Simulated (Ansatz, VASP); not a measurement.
# C: VASP beside Ansatz

```
C
1.0
     0.00000    1.78682    1.78682
     1.78014    0.00668    1.78014
     1.78014    1.78014    0.00668
C
2
Direct
  0.50000 0.50000 0.50000
  0.75000 0.75000 0.75000
```

Change from the starting cell: strain +0.0075 x Voigt [0, 0, 0, 1, 0, 0], atoms carried along.

Alike in both runs: task single point; functional r2SCAN; k mesh 12 × 12 × 12; occupations gaussian, width 0.05 eV; no spin polarisation.

|  | VASP | Ansatz |
| --- | --- | --- |
| version | VASP 6.6.1 | Ansatz 0.2.0 |
| potentials or method | VASP PAW PBE potentials, release 64 (C_h), cutoff 910 eV | scalar-relativistic, plane waves, PAW |
| valence electrons in the cell | 8 | 8 |

|  | VASP | Ansatz | Ansatz less VASP |
| --- | --- | --- | --- |
| gap on the k mesh at the Fermi level (eV) | 4.38 | 4.38 | -0.002 |
| least direct gap on the mesh (eV) | 5.78 | 5.78 | +0.001 |
| rms of the force components (eV/Å) | 0.009 | 0.010 | +0.0005 |

VASP's potentials were made for PBE, not for r2SCAN. Atom by atom the forces differ by 0.000 eV/Å (rms over components). With one functional, cell and mesh, what is left measures potentials, basis and numerics.

Noted on VASP's run: the cutoff is short for stress, so the pressure is rough.
